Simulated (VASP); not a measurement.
A run of VASP 6.6.1 is set up as follows.

The input INCAR:

```
SYSTEM = YNbN3
ALGO = Normal ; EDIFF = 1E-7
ENCUT = 520 ; GGA = PE
ISIF = 2 ; ISMEAR = 0
LASPH = .True. ; LCHARG = .False.
LREAL = .False. ; LWAVE = .False.
NBANDS = 50 ; NELM = 60
PREC = Accurate ; SIGMA = 0.1
```

Contents of KPOINTS:

```
k-points
0
Gamma
  4 4 4
  0 0 0
```

Contents of POSCAR:

```
YNbN3
1.0
    5.9031800600      0.0000000000      0.0000000000
    0.0000000000      5.9031800600      0.0000000000
    0.0000000000      0.0000000000      4.1741786500
Y Nb N
2 2 6
Direct
    0.0000000000      0.5000000000      0.5000000000
    0.5000000000      0.0000000000      0.5000000000
    0.5000000000      0.5000000000      0.0000000000
    0.0000000000      0.0000000000      0.0000000000
    0.7813904000      0.2813904000      0.0000000000
    0.7186096000      0.7813904000      0.0000000000
    0.5000000000      0.5000000000      0.5000000000
    0.2186096000      0.7186096000      0.0000000000
    0.2813904000      0.2186096000      0.0000000000
    0.0000000000      0.0000000000      0.5000000000
```

Potentials or basis: VASP PAW PBE potentials, release 64 (Y_sv, Nb_sv, N).

Command:

```bash
$ cat potpaw_PBE.64/Y_sv/POTCAR potpaw_PBE.64/Nb_sv/POTCAR potpaw_PBE.64/N/POTCAR > POTCAR
$ mpirun -np 1 vasp_std > vasp.out
```

(1) Estimate the band gap on the k mesh.

(2) Estimate the pressure.

(3) What does it give for the largest force?

Results:

(1) zero (bands 39 and 40 overlap by 0.99 eV).

(2) -17.0 GPa.

(3) 0.441 eV/Å.

Caveat: the k points lie up to 0.38 Å⁻¹ apart, too coarse for converged energies and pressures of a metal.
